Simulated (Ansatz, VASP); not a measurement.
**Ca2C in VASP and in Ansatz**

```xyz
6
Lattice="3.6576 0.0000 0.0000 -1.8288 3.1676 0.0000 0.0000 0.0000 13.3434" Properties=species:S:1:pos:R:3 pbc="T T T"
Ca    0.0000    2.1117    8.5728
Ca    1.8288    1.0559    1.9011
Ca    0.0000    2.1117   11.4423
Ca    1.8288    1.0559    4.7706
C     0.0000    2.1117    3.3358
C     1.8288    1.0559   10.0075
```

Alike in both runs: task relaxation of cell and atoms; functional PBE; k mesh 12 × 12 × 4; occupations gaussian, width 0.1 eV; no spin polarisation.

```csv
,VASP,Ansatz
version,VASP 6.6.1,Ansatz 0.2.0
potentials or method,"VASP PAW PBE potentials, release 64 (Ca_sv, C), cutoff 600 eV","scalar-relativistic, plane waves, PAW"
valence electrons in the cell,48,48
```

Ansatz gave:

| Quantity | Value |
| --- | --- |
| gap on the k mesh at the Fermi level, each at its own relaxed structure (eV) | none |
| relaxed volume (Å³/atom) | 25.87 |
| relaxed length of the cell vector where the two differ most in proportion (Å) | 13.409 |

Question: Estimate VASP's values.

Answer: gap on the k mesh at the Fermi level, each at its own relaxed structure (eV): none; relaxed volume (Å³/atom): 25.91; relaxed length of the cell vector where the two differ most in proportion (Å): 13.416.

A gap of «none» marks a metal or a gap that the smearing closes.
